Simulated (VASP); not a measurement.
Write the native input for VASP 6.6.1 that does the following.

```
Task                   : relaxation of cell and atoms
Functional             : PBE
Dispersion             : D3(BJ)
Potentials or basis    : VASP PAW PBE potentials, release 64 (Ti_sv)
Cutoff                 : 600 eV
k mesh                 : 7 × 7 × 9
Occupations            : fermi-dirac, width 0.05 eV
Spin                   : no spin polarisation
Dipole correction      : no
Further INCAR settings : ALGO = Normal; EDIFF = 1e-07; IBRION = 2; EDIFFG = -0.01; NSW = 60; ISIF = 3
```

The structure of Ti lies in POSCAR:

```
Ti
1.0
    4.5673748306      0.0000000000      0.0000000000
   -2.2836874153      3.9554626319      0.0000000000
    0.0000000000      0.0000000000      2.8262442700
Ti
3
Direct
    0.6666666667      0.3333333333      0.5000000000
    0.3333333333      0.6666666667      0.5000000000
    0.0000000000      0.0000000000      0.0000000000
```

This isn't the form of Ti at room conditions, which is hcp.

These files were run (other wordings do the same):

INCAR

```
SYSTEM = Ti
PREC = Accurate
ENCUT = 600
EDIFF = 1E-7
ISMEAR = -1
SIGMA = 0.05
LREAL = .False.
LASPH = .True.
NELM = 60
ALGO = Normal
ISIF = 3
LWAVE = .False.
LCHARG = .False.
GGA = PE
IVDW = 12
IBRION = 2
NSW = 60
EDIFFG = -0.01
```

KPOINTS

```
Automatic mesh
0
Gamma
  7 7 9
  0 0 0
```

Potentials or basis: VASP PAW PBE potentials, release 64 (Ti_sv).

Run with:

```bash
$ cat potpaw_PBE.64/Ti_sv/POTCAR > POTCAR
$ mpirun -np 1 vasp_std > vasp.out
```

It gave:

The relaxed volume is 16.21 Å³/atom, the relaxed cell is a = 4.492 Å, b = 4.492 Å, c = 2.782 Å, α = 90.00°, β = 90.00°, γ = 120.00° and the space group after relaxing (to 0.1 Å) is P6/mmm (No. 191). The energy gained by relaxing is 14.6 meV/atom. The ionic steps are 5 and the pressure after relaxing is 0.0 GPa. The band gap on the k mesh is zero (bands 18 and 19 overlap by 0.31 eV). The dispersion energy per atom is -0.646 eV.

Run time: 97 s on 1 thread of Intel(R) Xeon(R) 6975P-C (Granite Rapids), with other jobs on the host, peak memory 0.22 GiB.
